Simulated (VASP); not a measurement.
# CdHg5Se6 (P3m1) in VASP: single point with PBE

Aim: the single point of CdHg5Se6 with PBE.

Program: VASP 6.6.1. These are calculated values, not measurements. Logs are shortened: lines on timing, memory, paths and dates and some standing lists are left out, and cuts for length are marked.

### Step 1. The cell of the first run

It takes space group P3m1 (No. 156, trigonal). The conventional cell has a = 4.420 Å, b = 4.420 Å, c = 21.679 Å, α = 90.00°, β = 90.00°, γ = 120.00°. Within 3.5 Å of Cd (site symmetry 3m) lie 4 Se at 2.69 to 2.70 Å. Within 3.6 Å of Hg (site symmetry 3m) lie 4 Se at 2.71 to 2.72 Å. Hg (site symmetry 3m) has 4 Se at 2.71 to 2.72 Å within 3.6 Å. Within 3.6 Å of Hg (site symmetry 3m) lie 4 Se at 2.71 to 2.72 Å. Within 3.6 Å of Hg (site symmetry 3m) lie 4 Se at 2.71 to 2.72 Å. Within 3.6 Å of Hg (site symmetry 3m) lie 4 Se at 2.71 to 2.72 Å. Se (site symmetry 3m) has 4 Hg at 2.71 to 2.72 Å within 3.6 Å. Se (site symmetry 3m) has 3 Cd at 2.69 Å and 1 Hg at 2.72 Å within 3.5 Å.

### Step 2. Single point, PBE

Contents of INCAR:

```
ALGO = Normal
EDIFF = 1E-6
ENCUT = 500
GGA = PE
GGA_COMPAT = F
ISIF = 2
ISMEAR = -1
LASPH = T
LCHARG = T
LELF = T
LREAL = F
LVHAR = T
LWAVE = F
NBANDS = 66
NELM = 120
PREC = Accurate
SIGMA = 0.15
```

Contents of KPOINTS:

```
k-points
0
Gamma
  12 12 2
```

Contents of POSCAR:

```
CdHg5Se6
1.0
    4.4200235765     -0.0000000289      0.0000000000
   -2.2100117632      3.8278527170      0.0000000000
    0.0000000000      0.0000000000     21.6793565740
Cd Hg Se
1 5 6
Direct
    0.3333333333      0.6666666667      0.4994749094
    0.6666666667      0.3333333333      0.9998531200
    0.6666666667      0.3333333333      0.3344982115
    0.6666666667      0.3333333333      0.6655491986
    0.3333333333      0.6666666667      0.1670924446
    0.3333333333      0.6666666667      0.8325960262
    0.6666666667      0.3333333333      0.1253405954
    0.6666666667      0.3333333333      0.4599568439
    0.6666666667      0.3333333333      0.7909576896
    0.3333333333      0.6666666667      0.2925571244
    0.3333333333      0.6666666667      0.6240153163
    0.3333333333      0.6666666667      0.9581075201
```

Potentials or basis: VASP PAW PBE potentials, release 64 (Cd, Hg, Se).

Run with:

```console
> cat potpaw_PBE.64/Cd/POTCAR potpaw_PBE.64/Hg/POTCAR potpaw_PBE.64/Se/POTCAR > POTCAR
> mpirun -np 1 vasp_std > vasp.out
```

OUTCAR:

```text
EDIFF = 1E-6
   ENCUT = 500
   GGA = PE
   ISIF = 2
   ISMEAR = -1
   LASPH = T
   LREAL = F
   NELM = 120
   PREC = Accurate

 ion  position               nearest neighbor table
   1  0.333  0.667  0.499-   8 2.69   8 2.69   8 2.69  11 2.70
   2  0.667  0.333  1.000-  12 2.71  12 2.71  12 2.71   7 2.72
   3  0.667  0.333  0.334-  10 2.71  10 2.71  10 2.71   8 2.72
   4  0.667  0.333  0.666-  11 2.71  11 2.71  11 2.71   9 2.72
   5  0.333  0.667  0.167-   7 2.71   7 2.71   7 2.71  10 2.72
   6  0.333  0.667  0.833-   9 2.71   9 2.71   9 2.71  12 2.72
   7  0.667  0.333  0.125-   5 2.71   5 2.71   5 2.71   2 2.72
   8  0.667  0.333  0.460-   1 2.69   1 2.69   1 2.69   3 2.72
   9  0.667  0.333  0.791-   6 2.71   6 2.71   6 2.71   4 2.72
  10  0.333  0.667  0.293-   3 2.71   3 2.71   3 2.71   5 2.72
  11  0.333  0.667  0.624-   1 2.70   4 2.71   4 2.71   4 2.71
  12  0.333  0.667  0.958-   2 2.71   2 2.71   2 2.71   6 2.72

  LATTYP: Found a hexagonal cell.
 ALAT       =     4.4200235765
 C/A-ratio  =     4.9048056416

  Lattice vectors:

 A1 = (   4.4200235765,  -0.0000000289,   0.0000000000)
 A2 = (  -2.2100117632,   3.8278527170,   0.0000000000)
 A3 = (   0.0000000000,   0.0000000000,  21.6793565740)

Analysis of symmetry for initial positions (statically):
=====================================================================
 Subroutine PRICEL returns:
 Original cell was already a primitive cell.

 Routine SETGRP: Setting up the symmetry group for a
 hexagonal supercell.

 Subroutine GETGRP returns: Found  6 space group operations
 (whereof  6 operations were pure point group operations)
 out of a pool of 24 trial point group operations.

The static configuration has the point symmetry C_3v.

Analysis of symmetry for dynamics (positions and initial velocities):
=====================================================================
 Subroutine PRICEL returns:
 Original cell was already a primitive cell.

 Routine SETGRP: Setting up the symmetry group for a
 hexagonal supercell.

 Subroutine GETGRP returns: Found  6 space group operations
 (whereof  6 operations were pure point group operations)
 out of a pool of 24 trial point group operations.

The dynamic configuration has the point symmetry C_3v.

 Subroutine INISYM returns: Found  6 space group operations
 (whereof  6 operations are pure point group operations),
 and found     1 'primitive' translations

----------------------------------------------------------------------------------------

                                     Primitive cell

  volume of cell :     366.7974

  direct lattice vectors                    reciprocal lattice vectors
     4.420023577 -0.000000029  0.000000000     0.226243138  0.130621535  0.000000000
    -2.210011763  3.827852717  0.000000000     0.000000002  0.261243072  0.000000000
     0.000000000  0.000000000 21.679356574     0.000000000  0.000000000  0.046126830

  length of vectors
     4.420023577  4.420023576 21.679356574     0.261243072  0.261243072  0.046126830

  position of ions in fractional coordinates (direct lattice)
     0.333333333  0.666666667  0.499474909
     0.666666667  0.333333333  0.999853120
     0.666666667  0.333333333  0.334498211
     0.666666667  0.333333333  0.665549199
     0.333333333  0.666666667  0.167092445
     0.333333333  0.666666667  0.832596026
     0.666666667  0.333333333  0.125340595
     0.666666667  0.333333333  0.459956844
     0.666666667  0.333333333  0.790957690
     0.333333333  0.666666667  0.292557124
     0.333333333  0.666666667  0.624015316
     0.333333333  0.666666667  0.958107520

  ion indices of the primitive-cell ions
   primitive index   ion index
                 1           1
                 2           2
                 3           3
                 4           4
                 5           5
                 6           6
                 7           7
                 8           8
                 9           9
                10          10
                11          11
                12          12

----------------------------------------------------------------------------------------

 KPOINTS: k-points

Automatic generation of k-mesh.
 Grid dimensions read from file:
 generate k-points for:   12   12    2

 Generating k-lattice:

  Cartesian coordinates                     Fractional coordinates (reciprocal lattice)
     0.018853595  0.010885128  0.000000000     0.083333333  0.000000000  0.000000000
     0.000000000  0.021770256  0.000000000    -0.000000000  0.083333333  0.000000000
     0.000000000  0.000000000  0.023063415     0.000000000  0.000000000  0.500000000

  Length of vectors
     0.021770256  0.021770256  0.023063415

  Shift w.r.t. Gamma in fractional coordinates (k-lattice)
     0.000000000  0.000000000  0.000000000

 Subroutine IBZKPT returns following result:
 ===========================================

 Found     38 irreducible k-points:

 Following reciprocal coordinates:
            Coordinates               Weight
  0.000000  0.000000  0.000000      1.000000
  0.083333 -0.000000  0.000000      6.000000
  0.166667 -0.000000  0.000000      6.000000
  0.250000  0.000000  0.000000      6.000000
  0.333333 -0.000000  0.000000      6.000000
  0.416667  0.000000  0.000000      6.000000
[... 16 lines left out ...]
  0.250000  0.000000  0.500000      6.000000
  0.333333 -0.000000  0.500000      6.000000
 [... further k-points ...]
   k-points           NKPTS =     38   k-points in BZ     NKDIM =     38   number of bands    NBANDS=     66
   number of dos      NEDOS =    301   number of ions     NIONS =     12
   total plane-waves  NPLWV = 163840
   dimension x,y,z NGX =    32 NGY =   32 NGZ =  160
   dimension x,y,z NGXF=    64 NGYF=   64 NGZF=  320
   ions per type =               1   5   6
   NGX,Y,Z   is equivalent  to a cutoff of  12.04, 12.04, 12.27 a.u.
   NGXF,Y,Z  is equivalent  to a cutoff of  24.07, 24.07, 24.54 a.u.
 SYSTEM =  unknown system
   PREC   = accura    normal or accurate (medium, high low for compatibility)
   ISTART =      0    job   : 0-new  1-cont  2-samecut
   ICHARG =      2    charge: 1-file 2-atom 10-const
   ISPIN  =      1    spin polarized calculation?
   LNONCOLLINEAR =      F non collinear calculations
   LSORBIT =      F    spin-orbit coupling
   LASPH  =      T    aspherical Exc in radial PAW
   ENCUT  =  500.0 eV  36.75 Ry    6.06 a.u.   8.06  8.06 39.53*2*pi/ulx,y,z
   NELM   =    120;   NELMIN=  2; NELMDL= -5     # of ELM steps
   EDIFF  = 0.1E-05   stopping-criterion for ELM
   LREAL  =      F    real-space projection
   EDIFFG = 0.1E-04   stopping-criterion for IOM
   NSW    =      0    number of steps for IOM
   IBRION =     -1    ionic relax: 0-MD 1-quasi-New 2-CG
   NFREE  =      0    steps in history (QN), initial steepest desc. (CG)
   ISIF   =      2    stress and relaxation
   ISYM   =      2    0-nonsym 1-usesym 2-fastsym
   POTIM  = 0.5000    time-step for ionic-motion
   TEBEG  =    0.0;   TEEND  =   0.0 temperature during run
   PSTRESS=    0.0 pullay stress
   NELECT =     108.0000    total number of electrons
   NUPDOWN=      -1.0000    fix difference up-down
   EMIN   =  10.00;   EMAX   =-10.00  energy-range for DOS
   EFERMI =   0.00;   METHOD = LEGACY
   ISMEAR =    -1;   SIGMA  =   0.15  broadening in eV -4-tet -1-fermi 0-gaus
   EFERMI_NEDOS =   21; number of points for ismear=-14 and -15
   IALGO  =     38    algorithm
   IMIX   =      4    mixing-type and parameters
     AMIX     =   0.40;   BMIX     =  1.00
     AMIX_MAG =   1.60;   BMIX_MAG =  1.00
  volume/ion in A,a.u.               =      30.57       206.27
  Fermi-wavevector in a.u.,A,eV,Ry     =   1.089116  2.058130 16.138864  1.186173
  Thomas-Fermi vector in A             =   2.225312
   LORBIT       =      0    0 simple, 1 ext, 2 COOP (PROOUT), +10 PAW based schemes
   GGA     = PE    functional components
   LHFCALC =     F    Hartree Fock is set to
   AEXX    =    0.0000 exact exchange contribution
   IVDW    =     0    specifies the selected vdW correction
   LEPSILON=     F    determine dielectric tensor
   LRPA    =     F    only Hartree local field effects (RPA)
 non-spin polarized calculation
  energy-cutoff  :      500.00
  volume of cell :      366.80
 maximum number of plane-waves:      9354
   NGX = 17   NGY = 17   NGZ = 79

 number of electron     107.9999997 magnetization

 Free energy of the ion-electron system (eV)
  ---------------------------------------------------
  ext. energy  EPLUGINS =         0.00000000
  ---------------------------------------------------
  free energy    TOTEN  =       -25.88486627 eV

  energy without entropy =      -25.84579644  energy(sigma->0) =      -25.86533135

 E-fermi :   1.2171     XC(G=0):  -8.6320

 val. band max:        0.9046816303   @ k =   0.0000   0.0000   0.0000
 cond. band min:       1.2359348227   @ k =   0.0000   0.0000   0.5000
 fundamental gap:      0.3312531924
 Fermi energy:         1.2171068162

 k-point     1 :       0.0000    0.0000    0.0000
  band No.  band energies     occupation
      1     -11.9351      2.00000
      2     -11.8510      2.00000
      3     -11.7955      2.00000
      4     -11.6529      2.00000
      5     -11.6181      2.00000
      6     -11.4970      2.00000
[... 58 lines left out ...]
     65       6.6477      0.00000
     66       6.6495      0.00000

 k-point     2 :       0.0833   -0.0000    0.0000
  band No.  band energies     occupation
      1     -11.9133      2.00000
      2     -11.8312      2.00000
      3     -11.7767      2.00000
      4     -11.6384      2.00000
      5     -11.6049      2.00000
      6     -11.4866      2.00000
[... 1507 lines left out ...]
     65       6.1624      0.00000
     66       6.2253      0.00000

 k-point    24 :       0.3333   -0.0000    0.5000
  band No.  band energies     occupation
      1     -11.6662      2.00000
      2     -11.6277      2.00000
      3     -11.5511      2.00000
      4     -11.5209      2.00000
      5     -11.4638      2.00000
      6     -11.3901      2.00000
[... 58 lines left out ...]
     65       5.9640      0.00000
     66       6.0472      0.00000

 [... further k-points ...]

------------------------ aborting loop because EDIFF is reached ----------------------------------------

  FORCE on cell =-STRESS in cart. coord.  units (eV):
  Direction    XX          YY          ZZ          XY          YZ          ZX
  --------------------------------------------------------------------------------------
  -------------------------------------------------------------------------------------
  Total        0.4594352      0.4594352      0.4573020      0.0000000      0.0000000      0.0000000
  in kB        2.0068213      2.0068213      1.9975033      0.0000000      0.0000000      0.0000000
  external PRESSURE =       2.0037153 kB  Pullay stress =       0.0000000 kB

 VOLUME and BASIS-vectors are now :
 -----------------------------------------------------------------------------
  energy-cutoff  :      500.00
  volume of cell :      366.80
      direct lattice vectors                 reciprocal lattice vectors
     4.420023577 -0.000000029  0.000000000     0.226243138  0.130621535  0.000000000
    -2.210011763  3.827852717  0.000000000     0.000000002  0.261243072  0.000000000
     0.000000000  0.000000000 21.679356574     0.000000000  0.000000000  0.046126830

 POSITION                                       TOTAL-FORCE (eV/Angst)
 -----------------------------------------------------------------------------------
      0.00000      2.55190     10.82829         0.000000      0.000000      0.000112
      2.21001      1.27595     21.67617         0.000000     -0.000000      0.001159
      2.21001      1.27595      7.25171        -0.000000     -0.000000      0.000887
      2.21001      1.27595     14.42868        -0.000000      0.000000      0.001255
      0.00000      2.55190      3.62246        -0.000000     -0.000000      0.001117
      0.00000      2.55190     18.05015         0.000000     -0.000000      0.001261
      2.21001      1.27595      2.71730        -0.000000     -0.000000     -0.001189
      2.21001      1.27595      9.97157        -0.000000      0.000000     -0.000436
      2.21001      1.27595     17.14745        -0.000000     -0.000000     -0.001074
      0.00000      2.55190      6.34245        -0.000000      0.000000     -0.001040
      0.00000      2.55190     13.52825         0.000000     -0.000000     -0.000808
      0.00000      2.55190     20.77115         0.000000      0.000000     -0.001243
 -----------------------------------------------------------------------------------
    total drift:                               -0.000000     -0.000000     -0.000572

  FREE ENERGIE OF THE ION-ELECTRON SYSTEM (eV)
  ---------------------------------------------------
  free  energy   TOTEN  =       -25.8848662663 eV

  energy  without entropy=      -25.8457964409  energy(sigma->0) =      -25.86533135
```

Run time: 9 min. Hardware: 1 thread of Intel Xeon 6975P-C (Granite Rapids), shared host; peak memory 0.85 GiB.

What came out:

- Free energy: -25.8849 eV
- Pressure: 0.2 GPa
- Band gap on the k mesh: zero (filled and empty bands touch)

Levels at points of the mesh, in eV from the Fermi level:
```csv
k point,band 50,band 51,band 52,band 53,band 54,band 55,band 56,band 57,band 58,band 59
"(0.00, 0.00, 0.00)",-0.60,-0.49,-0.49,-0.40,-0.31,-0.31,0.58,0.63,0.73,0.81
"(0.50, 0.00, 0.00)",-1.51,-1.48,-1.45,-1.40,-1.13,1.40,1.51,1.75,2.00,2.12
"(0.00, 0.00, 0.50)",-0.70,-0.42,-0.42,-0.34,-0.34,0.02,0.14,0.72,0.76,0.83
"(0.50, 0.00, 0.50)",-1.69,-1.57,-1.50,-1.25,-1.19,1.51,1.58,1.64,1.88,2.17
```

Caveat: spin-orbit coupling is left out, which moves the levels of the heavy elements.
